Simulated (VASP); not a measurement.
The system is TiNb3B.

```
CELL_PARAMETERS angstrom
4.03973 0.00000 0.00000
0.00000 4.03973 0.00000
0.00000 0.00000 4.03973
ATOMIC_POSITIONS crystal
Ti 0.50000 0.50000 0.50000
Nb 0.00000 0.00000 0.50000
Nb 0.50000 0.00000 0.00000
Nb 0.00000 0.50000 0.00000
B 0.00000 0.00000 0.00000
```

| Property | Result |
| --- | --- |
| Program | VASP 6.6.1 |
| Task | relaxation of cell and atoms |
| Functional | PBE |
| Potentials or basis | VASP PAW PBE potentials, release 64 (Ti_sv, Nb_sv, B) |
| Cutoff | 600 eV |
| k mesh | 4 × 4 × 4 |
| Occupations | gaussian, width 0.1 eV |
| Spin | no spin polarisation |

At the start: pressure 63.6 GPa; volume 13.19 Å³/atom.

Question: How do energy, volume and symmetry change on relaxing?

Answer: Over 5 steps the energy falls by 626.3 meV/atom and the volume is 16.97 Å³/atom (+28.7 %); space group Pm-3m (No. 221, to 0.05 Å).

Step by step:
```tsv
step	energy change (eV)	largest force (eV/Å)	pressure (GPa)	volume (Å³)
1	0.0000	0.0000	63.62	65.93
2	2.7857	0.0000	-29.42	129.56
3	-3.1021	0.0000	-4.10	87.11
4	-3.1304	0.0000	-0.86	85.30
5	-3.1317	0.0000	0.01	84.85
```

Final structure:
```
Ti Nb B
1.0
     4.39417    0.00000    0.00000
     0.00000    4.39417    0.00000
     0.00000    0.00000    4.39417
Ti Nb B
1 3 1
Direct
  0.50000 0.50000 0.50000
  0.00000 0.00000 0.50000
  0.50000 0.00000 0.00000
  0.00000 0.50000 0.00000
  0.00000 0.00000 0.00000
```

Caveat: the k points lie up to 0.36 Å⁻¹ apart in the final cell; the volume moved by over 15 % at a fixed basis, so the end points are rough.
